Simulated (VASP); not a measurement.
Runs of VASP 6.6.1 on SiC (rocksalt type). The structure is that of space group Fm-3m (No. 225), or close to it. The cells are those of the table. 

| task | level | potentials or basis | cell | cutoff (eV) | gap on the mesh (eV) | pressure (GPa) |
| --- | --- | --- | --- | --- | --- | --- |
| single point | PBEsol | VASP PAW PBE potentials, release 64 (Si, C) | a = 2.794 Å, angles 60.0°, 2 atoms | 520 | none | (a) |
| single point | PBEsol | VASP PAW PBE potentials, release 64 (Si, C) | a = 2.733 Å, angles 60.0°, 2 atoms | 520 | - | 44.6 |
| single point | LDA | VASP PAW LDA potentials, release 64 (Si, C) | a = 2.557 Å, angles 60.0°, 2 atoms | 520 | 0.75 | 161.5 |
| relaxation of cell and atoms | PBEsol | VASP PAW PBE potentials, release 64 (Si, C) | relaxed from a = 3.047 Å, angles 60.0°, 2 atoms | 600 | none | 0.0 |

Alike in all rows: no spin polarisation; k mesh 17 × 17 × 17; smearing fermi-dirac 0.08 eV.

Question: Fill in the values left out.

Answer: (a) 19.1.

Caveats: the PAW data sets were made with another functional, which shifts forces and pressure a little (some runs).

A k mesh can miss the band edges.

A gap of «none» marks levels without a gap at the run's occupations.
